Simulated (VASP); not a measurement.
# GaN (P6_3mc) in VASP: single point with PBE

Aim: the single point of GaN with PBE.

All numbers are computed with VASP 6.6.1; they aren't measurements. Logs are shortened: lines on timing, memory, paths and dates and some standing lists are left out, and cuts for length are marked.

### Step 1. The cell of the first run

Symmetry: P6_3mc, No. 186, hexagonal system. The conventional cell has a = 3.218 Å, b = 3.218 Å, c = 5.243 Å, α = 90.00°, β = 90.00°, γ = 120.00°. Ga (site symmetry 3m) has 4 N at 1.97 to 1.98 Å within 2.6 Å. Within 2.6 Å of N (site symmetry 3m) lie 4 Ga at 1.97 to 1.98 Å.

### Step 2. Single point, PBE

INCAR

```
SYSTEM = GaN
PREC = Accurate ; ENCUT = 520
EDIFF = 1E-7 ; ISMEAR = 0
SIGMA = 0.02 ; LREAL = .False.
LASPH = .True. ; NELM = 60
ALGO = Normal ; ISIF = 2
LWAVE = .False. ; LCHARG = .False.
GGA = PE ; NBANDS = 26
```

KPOINTS

```
Automatic mesh
0
Gamma
  9 9 6
  0 0 0
```

POSCAR

```
GaN
1.0
    3.2183571298      0.0000000000      0.0000000000
   -1.6091785649      2.7871790328      0.0000000000
    0.0000000000      0.0000000000      5.2431089265
Ga N
2 2
Direct
    0.6666666667      0.3333333333      0.4991348436
    0.3333333333      0.6666666667      0.9991348436
    0.6666666667      0.3333333333      0.8758651564
    0.3333333333      0.6666666667      0.3758651564
```

Potentials or basis: VASP PAW PBE potentials, release 64 (Ga_d, N).

The run is started by

```bash
$ cat potpaw_PBE.64/Ga_d/POTCAR potpaw_PBE.64/N/POTCAR > POTCAR
$ mpirun -np 1 vasp_std > vasp.out
```

OUTCAR:

```text
SYSTEM = GaN
   PREC = Accurate
   ENCUT = 520
   EDIFF = 1E-7
   ISMEAR = 0
   LREAL = .False.
   LASPH = .True.
   NELM = 60
   ISIF = 2
   GGA = PE

 ion  position               nearest neighbor table
   1  0.667  0.333  0.499-   4 1.97   4 1.97   4 1.97   3 1.98
   2  0.333  0.667  0.999-   3 1.97   3 1.97   3 1.97   4 1.98
   3  0.667  0.333  0.876-   2 1.97   2 1.97   2 1.97   1 1.98
   4  0.333  0.667  0.376-   1 1.97   1 1.97   1 1.97   2 1.98

  LATTYP: Found a hexagonal cell.
 ALAT       =     3.2183571298
 C/A-ratio  =     1.6291258910

  Lattice vectors:

 A1 = (   3.2183571298,   0.0000000000,   0.0000000000)
 A2 = (  -1.6091785649,   2.7871790328,   0.0000000000)
 A3 = (   0.0000000000,   0.0000000000,   5.2431089265)

Analysis of symmetry for initial positions (statically):
=====================================================================
 Subroutine PRICEL returns:
 Original cell was already a primitive cell.

 Routine SETGRP: Setting up the symmetry group for a
 hexagonal supercell.

 Subroutine GETGRP returns: Found 12 space group operations
 (whereof  6 operations were pure point group operations)
 out of a pool of 24 trial point group operations.

The static configuration has the point symmetry C_3v.
 The point group associated with its full space group is C_6v.

Analysis of symmetry for dynamics (positions and initial velocities):
=====================================================================
 Subroutine PRICEL returns:
 Original cell was already a primitive cell.

 Routine SETGRP: Setting up the symmetry group for a
 hexagonal supercell.

 Subroutine GETGRP returns: Found 12 space group operations
 (whereof  6 operations were pure point group operations)
 out of a pool of 24 trial point group operations.

The dynamic configuration has the point symmetry C_3v.
 The point group associated with its full space group is C_6v.

 Subroutine INISYM returns: Found 12 space group operations
 (whereof  6 operations are pure point group operations),
 and found     1 'primitive' translations

----------------------------------------------------------------------------------------

                                     Primitive cell

  volume of cell :      47.0314

  direct lattice vectors                    reciprocal lattice vectors
[... 83 lines left out ...]
   ISTART =      0    job   : 0-new  1-cont  2-samecut
   ICHARG =      2    charge: 1-file 2-atom 10-const
   ISPIN  =      1    spin polarized calculation?
   LNONCOLLINEAR =      F non collinear calculations
   LSORBIT =      F    spin-orbit coupling
   LASPH  =      T    aspherical Exc in radial PAW
   ENCUT  =  520.0 eV  38.22 Ry    6.18 a.u.   5.98  5.98  9.75*2*pi/ulx,y,z
   NELM   =     60;   NELMIN=  2; NELMDL= -5     # of ELM steps
   EDIFF  = 0.1E-06   stopping-criterion for ELM
   LREAL  =      F    real-space projection
   EDIFFG = 0.1E-05   stopping-criterion for IOM
   NSW    =      0    number of steps for IOM
   IBRION =     -1    ionic relax: 0-MD 1-quasi-New 2-CG
   NFREE  =      0    steps in history (QN), initial steepest desc. (CG)
   ISIF   =      2    stress and relaxation
   ISYM   =      2    0-nonsym 1-usesym 2-fastsym
   POTIM  = 0.5000    time-step for ionic-motion
   TEBEG  =    0.0;   TEEND  =   0.0 temperature during run
   PSTRESS=    0.0 pullay stress
   NELECT =      36.0000    total number of electrons
   NUPDOWN=      -1.0000    fix difference up-down
   EMIN   =  10.00;   EMAX   =-10.00  energy-range for DOS
   EFERMI =   0.00;   METHOD = LEGACY
   ISMEAR =     0;   SIGMA  =   0.02  broadening in eV -4-tet -1-fermi 0-gaus
   EFERMI_NEDOS =   21; number of points for ismear=-14 and -15
   IALGO  =     38    algorithm
   IMIX   =      4    mixing-type and parameters
     AMIX     =   0.40;   BMIX     =  1.00
     AMIX_MAG =   1.60;   BMIX_MAG =  1.00
  volume/ion in A,a.u.               =      11.76        79.35
  Fermi-wavevector in a.u.,A,eV,Ry     =   1.497544  2.829948 30.512954  2.242639
  Thomas-Fermi vector in A             =   2.609418
   LORBIT       =      0    0 simple, 1 ext, 2 COOP (PROOUT), +10 PAW based schemes
   GGA     = PE    functional components
   LHFCALC =     F    Hartree Fock is set to
   AEXX    =    0.0000 exact exchange contribution
   IVDW    =     0    specifies the selected vdW correction
   LEPSILON=     F    determine dielectric tensor
   LRPA    =     F    only Hartree local field effects (RPA)
 non-spin polarized calculation
 Gauss-broadening in eV      SIGMA  =   0.02
  energy-cutoff  :      520.00
  volume of cell :       47.03
 maximum number of plane-waves:      1290
 NGX is ok and might be reduce to    24
   NGX = 11   NGY = 11   NGZ = 19

 number of electron      35.9999957 magnetization

 Free energy of the ion-electron system (eV)
  ---------------------------------------------------
  ext. energy  EPLUGINS =         0.00000000
  ---------------------------------------------------
  free energy    TOTEN  =       -24.32769677 eV

  energy without entropy =      -24.32769677  energy(sigma->0) =      -24.32769677

 E-fermi :   5.1618     XC(G=0): -11.5151

 val. band max:        5.0091279091   @ k =   0.0000   0.0000   0.0000
 cond. band min:       6.7250520450   @ k =   0.0000   0.0000   0.0000
 fundamental gap:      1.7159241359
 Fermi energy:         5.1618414349

 k-point     1 :       0.0000    0.0000    0.0000
  band No.  band energies     occupation
      1     -10.7264      2.00000
      2      -9.9031      2.00000
      3      -8.4115      2.00000
      4      -8.3972      2.00000
      5      -8.3972      2.00000
      6      -8.3414      2.00000
[... 685 lines left out ...]
     25      17.7949      0.00000
     26      17.8611      0.00000

 [... further k-points ...]
[... 5 lines left out ...]
  --------------------------------------------------------------------------------------
  -------------------------------------------------------------------------------------
  Total        0.0367848      0.0367848      0.0466995      0.0000000      0.0000000      0.0000000
  in kB        1.2531166      1.2531166      1.5908704      0.0000000      0.0000000      0.0000000
  external PRESSURE =       1.3657012 kB  Pullay stress =       0.0000000 kB

 VOLUME and BASIS-vectors are now :
 -----------------------------------------------------------------------------
  energy-cutoff  :      520.00
  volume of cell :       47.03
      direct lattice vectors                 reciprocal lattice vectors
     3.218357130  0.000000000  0.000000000     0.310717537  0.179392854  0.000000000
    -1.609178565  2.787179033  0.000000000     0.000000000  0.358785707  0.000000000
     0.000000000  0.000000000  5.243108926     0.000000000  0.000000000  0.190726535

 POSITION                                       TOTAL-FORCE (eV/Angst)
 -----------------------------------------------------------------------------------
      1.60918      0.92906      2.61702         0.000000     -0.000000     -0.000266
     -0.00000      1.85812      5.23857        -0.000000      0.000000     -0.000266
      1.60918      0.92906      4.59226        -0.000000     -0.000000      0.000266
     -0.00000      1.85812      1.97070         0.000000      0.000000      0.000266
 -----------------------------------------------------------------------------------
    total drift:                               -0.000001     -0.000001     -0.001222

  FREE ENERGIE OF THE ION-ELECTRON SYSTEM (eV)
  ---------------------------------------------------
  free  energy   TOTEN  =       -24.3276967747 eV

  energy  without entropy=      -24.3276967747  energy(sigma->0) =      -24.32769677
```

OSZICAR:

```text
N       E                     dE             d eps       ncg     rms          rms(c)
DAV:   1     0.281746109311E+03    0.28175E+03   -0.17726E+04  2728   0.256E+03
DAV:   2     0.797466153017E+01   -0.27377E+03   -0.25911E+03  2752   0.488E+02
DAV:   3    -0.270139272180E+02   -0.34989E+02   -0.34464E+02  2980   0.142E+02
DAV:   4    -0.282266325050E+02   -0.12127E+01   -0.12076E+01  2962   0.284E+01
DAV:   5    -0.282537904672E+02   -0.27158E-01   -0.27119E-01  3044   0.405E+00    0.108E+01
DAV:   6    -0.242544690527E+02    0.39993E+01   -0.10038E+01  4114   0.479E+01    0.308E+00
DAV:   7    -0.243458764317E+02   -0.91407E-01   -0.13513E+00  2650   0.900E+00    0.268E+00
DAV:   8    -0.243414362121E+02    0.44402E-02   -0.15513E-01  4120   0.480E+00    0.844E-01
DAV:   9    -0.243271981314E+02    0.14238E-01   -0.44402E-02  3994   0.348E+00    0.376E-01
DAV:  10    -0.243277042773E+02   -0.50615E-03   -0.54101E-03  2630   0.439E-01    0.895E-02
DAV:  11    -0.243277007578E+02    0.35195E-05   -0.23866E-04  4118   0.288E-01    0.499E-02
DAV:  12    -0.243276967955E+02    0.39623E-05   -0.33508E-05  2704   0.462E-02    0.310E-02
DAV:  13    -0.243276958366E+02    0.95898E-06   -0.24176E-05  3854   0.477E-02    0.252E-02
DAV:  14    -0.243276968704E+02   -0.10339E-05   -0.37306E-06  3510   0.171E-02    0.125E-02
DAV:  15    -0.243276967747E+02    0.95707E-07   -0.70317E-07  2872   0.878E-03
   1 F= -.24327697E+02 E0= -.24327697E+02  d E =-.221768E-29
```

stdout:

```text
POSCAR found type information on POSCAR GaN
 POSCAR found :  2 types and       4 ions
 scaLAPACK will be used
 LDA part: xc-table for (Slater+PW92), standard interpolation
 POSCAR, INCAR and KPOINTS ok, starting setup
 FFT: planning ... GRIDC
 FFT: planning ... GRID_SOFT
 FFT: planning ... GRID
 WAVECAR not read
 entering main loop
```

Run time: 67 s. Hardware: 1 thread of Intel Xeon 8259CL, shared host; peak memory 0.19 GiB.

Results:

| Property | Result |
| --- | --- |
| Free energy | -24.3277 eV |
| Pressure | 0.1 GPa |
| Band gap on the k mesh | 1.72 eV, direct |

Levels at points of the mesh, in eV from the valence-band top:
```
           k point  band 16  band 17  band 18  band 19  band 20  band 21
(0.00, 0.00, 0.00)    -0.04     0.00     0.00     1.72     4.07     9.02
(0.00, 0.00, 0.50)    -0.51    -0.51    -0.51     4.06     4.06     8.31
```

As with any semilocal functional, this PBE gap is likely too small.
